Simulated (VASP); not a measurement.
# NaH4 in VASP: further runs

The runs below take NaH4 through relaxation of cell and atoms, single point, with PBE.

Everything below comes from runs of VASP 6.6.1. Logs are shortened: lines on timing, memory, paths and dates and some standing lists are left out, and cuts for length are marked.

### Step 1. The cell of the first run

Symmetry: Amm2, No. 38, orthorhombic system. The conventional cell has a = 3.214 Å, b = 6.901 Å, c = 4.182 Å, α = 90.00°, β = 90.00°, γ = 90.00°. Within 2.8 Å of Na (site symmetry mm2) lie 12 H at 2.12 to 2.60 Å. Within 1.0 Å of H (site symmetry m) lie 1 H at 0.76 Å. Within 2.9 Å of H (site symmetry m) lie 10 H at 2.09 to 2.86 Å and 4 Na at 2.56 to 2.60 Å.

The cell was generated, and may not be a known phase.

### Step 2. Relaxation of cell and atoms, PBE

Contents of INCAR:

```
  PREC = Accurate
  ENCUT = 600
  EDIFF = 1E-6
  ISMEAR = 0
  SIGMA = 0.1
  LREAL = False
  LASPH = True
  NELM = 80
  ALGO = Normal
  ISIF = 3
  LWAVE = False
  LCHARG = False
  GGA = PE
  IBRION = 2
  NSW = 90
  EDIFFG = -0.04
```

Contents of KPOINTS:

```
regular mesh
0
Gamma
  6 6 6
```

Contents of POSCAR:

```
NaH4
1.0
    3.2136739118      0.0000000000      0.0000000000
    0.0000000000      3.4503683983      2.0908884407
    0.0000000000     -3.4503683983      2.0908884407
Na H
1 4
Direct
    0.5000000000      0.6878711229      0.6878711229
    0.5000000000      0.2432479725      0.1335465999
    0.5000000000      0.1335465999      0.2432479725
    0.0000000000      0.1771090701      0.6794576946
    0.0000000000      0.6794576946      0.1771090701
```

Potentials or basis: VASP PAW PBE potentials, release 64 (Na_pv, H).

Launch:

```bash
$ cat potpaw_PBE.64/Na_pv/POTCAR potpaw_PBE.64/H/POTCAR > POTCAR
$ mpirun -np 1 vasp_std > vasp.out
```

OUTCAR:

```text
PREC = Accurate
   ENCUT = 600
   EDIFF = 1E-6
   ISMEAR = 0
   LREAL = False
   LASPH = True
   NELM = 80
   ISIF = 3
   GGA = PE
   IBRION = 2
   NSW = 90
   EDIFFG = -0.04

 ion  position               nearest neighbor table
   1  0.500  0.688  0.688-
   2  0.500  0.243  0.134-   3 0.76
   3  0.500  0.134  0.243-   2 0.76
   4  0.000  0.177  0.679-
   5  0.000  0.679  0.177-

  LATTYP: Found a base centered orthorhombic cell.
 ALAT       =     4.1817768814
 B/A-ratio  =     1.6501924881
 C/A-ratio  =     0.7684948296

  Lattice vectors:

 A1 = (   0.0000000000,   3.4503683983,   2.0908884407)
 A2 = (   0.0000000000,  -3.4503683983,   2.0908884407)
 A3 = (   3.2136739118,   0.0000000000,   0.0000000000)

Analysis of symmetry for initial positions (statically):
=====================================================================
 Subroutine PRICEL returns:
 Original cell was already a primitive cell.

 Routine SETGRP: Setting up the symmetry group for a
 base centered orthorhombic supercell.

 Subroutine GETGRP returns: Found  4 space group operations
 (whereof  4 operations were pure point group operations)
 out of a pool of  8 trial point group operations.

The static configuration has the point symmetry C_2v.

Analysis of symmetry for dynamics (positions and initial velocities):
=====================================================================
 Subroutine PRICEL returns:
 Original cell was already a primitive cell.

 Routine SETGRP: Setting up the symmetry group for a
 base centered orthorhombic supercell.

 Subroutine GETGRP returns: Found  4 space group operations
 (whereof  4 operations were pure point group operations)
 out of a pool of  8 trial point group operations.

The dynamic configuration has the point symmetry C_2v.

 Subroutine INISYM returns: Found  4 space group operations
 (whereof  4 operations are pure point group operations),
 and found     1 'primitive' translations

----------------------------------------------------------------------------------------

                                     Primitive cell

  volume of cell :      46.3690

  direct lattice vectors                    reciprocal lattice vectors
     3.213673912  0.000000000  0.000000000     0.311170339  0.000000000  0.000000000
[... 106 lines left out ...]
   EFERMI =   0.00;   METHOD = LEGACY
   ISMEAR =     0;   SIGMA  =   0.10  broadening in eV -4-tet -1-fermi 0-gaus
   EFERMI_NEDOS =   21; number of points for ismear=-14 and -15
   IALGO  =     38    algorithm
   IMIX   =      4    mixing-type and parameters
     AMIX     =   0.40;   BMIX     =  1.00
     AMIX_MAG =   1.60;   BMIX_MAG =  1.00
  volume/ion in A,a.u.               =       9.27        62.58
  Fermi-wavevector in a.u.,A,eV,Ry     =   1.013436  1.915116 13.973899  1.027053
  Thomas-Fermi vector in A             =   2.146605
   LORBIT       =      0    0 simple, 1 ext, 2 COOP (PROOUT), +10 PAW based schemes
   GGA     = PE    functional components
   LHFCALC =     F    Hartree Fock is set to
   AEXX    =    0.0000 exact exchange contribution
   IVDW    =     0    specifies the selected vdW correction
   LEPSILON=     F    determine dielectric tensor
   LRPA    =     F    only Hartree local field effects (RPA)
 conjugate gradient relaxation of ions
 non-spin polarized calculation
 Gauss-broadening in eV      SIGMA  =   0.10
  energy-cutoff  :      600.00
  volume of cell :       46.37
 maximum number of plane-waves:      1574
 NGX is ok and might be reduce to    28
   NGX = 13   NGY = 17   NGZ = 17

--------------------------------------- Ionic step        1  -------------------------------------------

 number of electron      11.0000003 magnetization

 Free energy of the ion-electron system (eV)
  ---------------------------------------------------
  ext. energy  EPLUGINS =         0.00000000
  ---------------------------------------------------
  free energy    TOTEN  =       -12.94532041 eV

  energy without entropy =      -12.94289313  energy(sigma->0) =      -12.94410677

------------------------ aborting loop because EDIFF is reached ----------------------------------------

  FORCE on cell =-STRESS in cart. coord.  units (eV):
  Direction    XX          YY          ZZ          XY          YZ          ZX
  --------------------------------------------------------------------------------------
  -------------------------------------------------------------------------------------
  Total        0.3789122      0.0024558     -0.4764179      0.0000000      0.0000000      0.0000000
  in kB       13.0924535      0.0848558    -16.4615431      0.0000000      0.0000000      0.0000000
  external PRESSURE =      -1.0947446 kB  Pullay stress =       0.0000000 kB
[... 182 lines left out ...]
--------------------------------------- Ionic step        6  -------------------------------------------

 number of electron      10.9999996 magnetization

 Free energy of the ion-electron system (eV)
  ---------------------------------------------------
  ext. energy  EPLUGINS =         0.00000000
  ---------------------------------------------------
  free energy    TOTEN  =       -12.95523126 eV

  energy without entropy =      -12.95332984  energy(sigma->0) =      -12.95428055

 E-fermi :  -0.3189     XC(G=0):  -7.8277

 val. band max:       -0.3453107717   @ k =   0.5000   0.3333   0.0000
 cond. band min:      -0.1676956334   @ k =   0.1667   0.5000   0.3333
 fundamental gap:      0.1776151383
 Fermi energy:        -0.3189497856

 k-point     1 :       0.0000    0.0000    0.0000
  band No.  band energies     occupation
      1     -24.1581      2.00000
      2     -24.0939      2.00000
      3     -24.0855      2.00000
      4      -9.0542      2.00000
      5      -3.2231      2.00000
      6       1.1420      0.00000
      7       5.2220      0.00000
      8       7.7397      0.00000
      9       8.2098      0.00000
[... 265 lines left out ...]
 k-point    24 :       0.5000    0.3333    0.1667
  band No.  band energies     occupation
      1     -24.1802      2.00000
      2     -24.1506      2.00000
      3     -24.0921      2.00000
      4      -7.4941      2.00000
      5      -2.2871      2.00000
      6      -1.5275      2.00000
      7       3.2357      0.00000
      8       5.0138      0.00000
      9       5.2421      0.00000

 [... further k-points ...]

------------------------ aborting loop because EDIFF is reached ----------------------------------------

  FORCE on cell =-STRESS in cart. coord.  units (eV):
  Direction    XX          YY          ZZ          XY          YZ          ZX
  --------------------------------------------------------------------------------------
  -------------------------------------------------------------------------------------
  Total        0.1196875     -0.0826468      0.1198856      0.0000000      0.0000000      0.0000000
  in kB        4.1532260     -2.8678932      4.1600990      0.0000000      0.0000000      0.0000000
  external PRESSURE =       1.8151439 kB  Pullay stress =       0.0000000 kB
[... 20 lines left out ...]
  FREE ENERGIE OF THE ION-ELECTRON SYSTEM (eV)
  ---------------------------------------------------
  free  energy   TOTEN  =       -12.9552312552 eV

  energy  without entropy=      -12.9533298406  energy(sigma->0) =      -12.95428055

 reached required accuracy - stopping structural energy minimisation
```

OSZICAR:

```text
N       E                     dE             d eps       ncg     rms          rms(c)
DAV:   1     0.347312262135E+02    0.34731E+02   -0.62151E+03   936   0.124E+03
DAV:   2    -0.111260969293E+02   -0.45857E+02   -0.44159E+02   994   0.203E+02
DAV:   3    -0.135224697582E+02   -0.23964E+01   -0.23913E+01  1235   0.542E+01
DAV:   4    -0.135452833379E+02   -0.22814E-01   -0.22805E-01  1084   0.501E+00
[... 39 lines left out ...]
DAV:   1    -0.129557360538E+02   -0.20209E-02   -0.47488E-02   999   0.316E+00    0.179E-01
DAV:   2    -0.129553929661E+02    0.34309E-03   -0.95060E-04  1035   0.545E-01    0.100E-01
DAV:   3    -0.129552373427E+02    0.15562E-03   -0.25950E-04  1220   0.320E-01    0.114E-02
DAV:   4    -0.129552316627E+02    0.56801E-05   -0.17599E-05   996   0.852E-02    0.408E-03
DAV:   5    -0.129552312552E+02    0.40749E-06   -0.11218E-06   511   0.211E-02
   6 F= -.12955231E+02 E0= -.12954281E+02  d E =-.210887E-03
```

Run time: 86 s. Hardware: 1 thread of Intel Xeon 8259CL, shared host; peak memory 0.18 GiB.

What came out:

```
Free energy                           : -12.9552 eV
Relaxed volume                        : 9.23 Å³/atom
Relaxed cell                          : a = 3.281 Å, b = 4.008 Å, c = 4.008 Å, α = 118.84°, β = 90.00°, γ = 90.00°
Space group after relaxing (to 0.1 Å) : Cmmm (No. 65)
Energy gained by relaxing             : 2.0 meV/atom
Ionic steps                           : 6
Pressure after relaxing               : 0.2 GPa
Largest force after relaxing          : 0.039 eV/Å
Band gap on the k mesh                : zero (an odd number of electrons rules out a gap without spin polarisation)
```

Forces in eV/Å, atoms in the order of the input:
```
Na   0.000  0.000  0.000
H    0.000 -0.039 -0.003
H    0.000  0.039 -0.003
H    0.000  0.005  0.003
H    0.000 -0.005  0.003
```

The path:
```csv
step,energy change (eV),largest force (eV/Å),pressure (GPa),volume (Å³)
1,0.0000,0.0068,-0.11,46.37
2,-0.0033,0.0098,0.02,46.33
3,-0.0091,0.0536,0.17,46.19
4,-0.0097,0.0743,0.31,46.12
5,-0.0084,0.3348,-0.12,46.32
6,-0.0099,0.0393,0.18,46.17
```

Final structure:
```xyz
5
Lattice="3.2807 0.0000 0.0000 0.0000 3.4509 2.0391 0.0000 -3.4509 2.0391" Properties=species:S:1:pos:R:3 pbc="T T T"
Na    1.6404    0.0000    2.8052
H     1.6404    0.3789    0.7675
H     1.6404   -0.3789    0.7675
H     0.0000   -1.7318    1.7474
H     0.0000    1.7318    1.7474
```

### Step 3. Single point, PBE

This run uses another cell than the first one, of 9.33 Å³/atom.

Contents of INCAR:

```
SYSTEM = NaH4
  ALGO = Normal
  EDIFF = 1E-6
  ENCUT = 520
  GGA = PE
  ISIF = 2
  ISMEAR = 0
  LASPH = .TRUE.
  LCHARG = .FALSE.
  LREAL = .FALSE.
  LWAVE = .FALSE.
  NBANDS = 14
  NELM = 100
  PREC = Accurate
  SIGMA = 0.1
```

Contents of KPOINTS:

```
k-points
0
G
  10 10 12
  0 0 0
```

Contents of POSCAR:

```
NaH4
1.0
    2.0576971136     -3.4260471906      0.0000000000
    2.0576971136      3.4260471906      0.0000000000
    0.0000000000      0.0000000000      3.3088288360
Na H
1 4
Direct
    0.5000000000      0.5000000000      0.5000000000
    0.9447911229      0.0552088771      0.5000000000
    0.0552088771      0.9447911229      0.5000000000
    0.5000000000      0.0000000000      0.0000000000
    0.0000000000      0.5000000000      0.0000000000
```

Potentials or basis: VASP PAW PBE potentials, release 64 (Na_pv, H).

Launch:

```bash
$ cat potpaw_PBE.64/Na_pv/POTCAR potpaw_PBE.64/H/POTCAR > POTCAR
$ mpirun -np 1 vasp_std > vasp.out
```

Run time: 3.2 min. Hardware: 1 thread of Intel Xeon 8259CL, shared host; peak memory 0.25 GiB.

The run converged. Its results:

* Free energy: -12.9492 eV
* Pressure: -0.1 GPa
* Largest force: 0.011 eV/Å
* Band gap on the k mesh: zero (an odd number of electrons rules out a gap without spin polarisation)

Forces in eV/Å, atoms in the order of the input:
```
Na   0.000  0.000  0.000
H    0.000 -0.011  0.000
H    0.000  0.011  0.000
H    0.000  0.000  0.000
H    0.000  0.000  0.000
```

Stress tensor (GPa, compression positive):
```
-0.08  0.00  0.00
 0.00 -0.20  0.00
 0.00  0.00 -0.14
```

Levels at points of the mesh, in eV from the Fermi level:
```
           k point  band 2  band 3  band 4  band 5  band 6  band 7  band 8  band 9
(0.00, 0.00, 0.00)  -23.71  -23.70   -8.63   -2.82    1.43    5.66    8.04    8.64
(0.50, 0.00, 0.00)  -23.72  -23.70   -7.75   -3.07   -1.31    4.69    8.03    9.24
(0.50, 0.50, 0.00)  -23.73  -23.70   -7.65   -4.27    0.68    3.73    7.28    9.27
(0.00, 0.00, 0.50)  -23.76  -23.71   -7.56   -3.89    2.24    5.09    7.30    8.95
(0.50, 0.00, 0.50)  -23.76  -23.71   -7.11   -1.66   -1.54    3.14    6.92    7.08
(0.50, 0.50, 0.50)  -23.76  -23.72   -7.18   -2.97    1.59    2.06    3.41    8.06
```

### Step 4. Relaxation of cell and atoms, PBE

This run uses another cell than the first one, of 9.33 Å³/atom.

Contents of INCAR:

```
ALGO = Normal ; EDIFF = 1E-6
EDIFFG = -0.01 ; ENCUT = 600
GGA = PE ; IBRION = 2
ISIF = 3 ; ISMEAR = 0
LASPH = T ; LCHARG = F
LREAL = F ; LWAVE = F
NELM = 60 ; NSW = 100
PREC = Accurate ; SIGMA = 0.1
```

Contents of KPOINTS:

```
k-points
0
Gamma
  10 10 12
```

Contents of POSCAR:

```
NaH4
1.0
    2.0471538963     -3.4341068475      0.0000000000
    2.0471538963      3.4341068475      0.0000000000
    0.0000000000      0.0000000000      3.3179663772
Na H
1 4
Direct
    0.5000000000      0.5000000000      0.5000000000
    0.9449016882      0.0550983118      0.5000000000
    0.0550983118      0.9449016882      0.5000000000
    0.5000000000      0.0000000000      0.0000000000
    0.0000000000      0.5000000000      0.0000000000
```

Launch:

```bash
$ cat potpaw_PBE.64/Na_pv/POTCAR potpaw_PBE.64/H/POTCAR > POTCAR
$ mpirun -np 1 vasp_std > vasp.out
```

Run time: 5.8 min. Hardware: 1 thread of Intel Xeon 8259CL, shared host; peak memory 0.25 GiB.

Results (log left out):

| Item | Value |
| --- | --- |
| Free energy | -12.9515 eV |
| Relaxed volume | 9.34 Å³/atom |
| Relaxed cell | a = 3.998 Å, b = 3.998 Å, c = 3.310 Å, α = 90.00°, β = 90.00°, γ = 118.01° |
| Space group after relaxing (to 0.1 Å) | Cmmm (No. 65) |
| Energy gained by relaxing | 0.1 meV/atom |
| Ionic steps | 7 |
| Pressure after relaxing | 0.0 GPa |
| Band gap on the k mesh | zero (an odd number of electrons rules out a gap without spin polarisation) |

Step by step:
| step | energy change (eV) | largest force (eV/Å) | pressure (GPa) | volume (Å³) |
| --- | --- | --- | --- | --- |
| 1 | 0.0000 | 0.0239 | 0.02 | 46.65 |
| 2 | -0.0002 | 0.0657 | 0.07 | 46.66 |
| 3 | -0.0002 | 0.0707 | 0.08 | 46.66 |
| 4 | -0.0003 | 0.0588 | 0.05 | 46.67 |
| 5 | -0.0005 | 0.0224 | -0.03 | 46.70 |
| 6 | -0.0004 | 0.0493 | -0.17 | 46.75 |
| 7 | -0.0005 | 0.0001 | -0.01 | 46.71 |

Final structure:
```xyz
5
Lattice="2.0589 -3.4270 0.0000 2.0589 3.4270 0.0000 0.0000 0.0000 3.3104" Properties=species:S:1:pos:R:3 pbc="T T T"
Na    2.0589    0.0000    1.6552
H     2.0589   -3.0489    1.6552
H     2.0589    3.0489    1.6552
H     1.0294   -1.7135    0.0000
H     1.0294    1.7135    0.0000
```

Levels at points of the mesh, in eV from the Fermi level:
```
           k point  band 2  band 3  band 4  band 5  band 6  band 7  band 8  band 9
(0.00, 0.00, 0.00)  -23.71  -23.70   -8.63   -2.82    1.43    5.67    8.04    8.63
(0.50, 0.00, 0.00)  -23.72  -23.70   -7.75   -3.06   -1.31    4.69    8.03    9.23
(0.50, 0.50, 0.00)  -23.73  -23.70   -7.65   -4.27    0.68    3.73    7.28    9.26
(0.00, 0.00, 0.50)  -23.76  -23.71   -7.56   -3.89    2.24    5.08    7.31    8.95
(0.50, 0.00, 0.50)  -23.76  -23.71   -7.11   -1.66   -1.53    3.14    6.92    7.08
(0.50, 0.50, 0.50)  -23.76  -23.72   -7.18   -2.96    1.59    2.07    3.41    8.05
```

### Step 5. Summary

| task | cell | k mesh | cutoff (eV) | gap on the mesh (eV) | pressure (GPa) | relaxed volume (Å³/atom) | largest force (eV/Å) |
| --- | --- | --- | --- | --- | --- | --- | --- |
| relaxation of cell and atoms | relaxed from a = 3.214, b = 4.034, c = 4.034 Å, angles 117.6, 90.0, 90.0°, 5 atoms, atomic positions A | 6 × 6 × 6 | 600 | none | 0.2 | 9.23 | 0.04 |
| single point | a = 3.996, b = 3.996, c = 3.309 Å, angles 90.0, 90.0, 118.0°, 5 atoms, atomic positions B | 10 × 10 × 12 | 520 | none | -0.1 | - | 0.01 |
| relaxation of cell and atoms | relaxed from a = 3.998, b = 3.998, c = 3.318 Å, angles 90.0, 90.0, 118.4°, 5 atoms, atomic positions C | 10 × 10 × 12 | 600 | none | 0.0 | 9.34 | - |

Alike in all rows: level PBE; potentials or basis VASP PAW PBE potentials, release 64 (Na_pv, H); no spin polarisation; smearing gaussian 0.1 eV.

Total energies depend on the potentials used, so only differences within one code and one set of settings carry meaning.

The gap in the log of VASP goes by the Fermi energy; the results here count the filled bands.